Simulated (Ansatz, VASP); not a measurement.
## One calculation of Zn4S, two programs

```
CELL_PARAMETERS angstrom
5.26227 0.00000 0.00000
0.00000 5.26227 0.00000
0.00000 0.00000 3.44803
ATOMIC_POSITIONS crystal
Zn 0.81428 0.81428 0.00000
Zn 0.18572 0.18572 0.00000
Zn 0.18572 0.81428 0.00000
Zn 0.81428 0.18572 0.00000
S 0.00000 0.00000 0.50000
```

Alike in both runs: task relaxation of cell and atoms; functional PBE; k mesh 4 × 4 × 6; occupations gaussian, width 0.1 eV; no spin polarisation.

```csv
,VASP,Ansatz
version,VASP 6.6.1,Ansatz 0.2.0
potentials or method,"VASP PAW PBE potentials, release 64 (Zn, S), cutoff 600 eV","scalar-relativistic, plane waves, PAW"
valence electrons in the cell,54,54
```

Ansatz gave:

* gap on the k mesh at the Fermi level, each at its own relaxed structure (eV): none
* relaxed volume (Å³/atom): 19.61
* relaxed cell length with the largest relative difference (Å): 3.405

**Question.** Estimate VASP's values.

**Answer.** gap on the k mesh at the Fermi level, each at its own relaxed structure (eV): none; relaxed volume (Å³/atom): 19.64; relaxed cell length with the largest relative difference (Å): 3.414.

A gap of «none» marks a metal or a gap that the smearing closes.
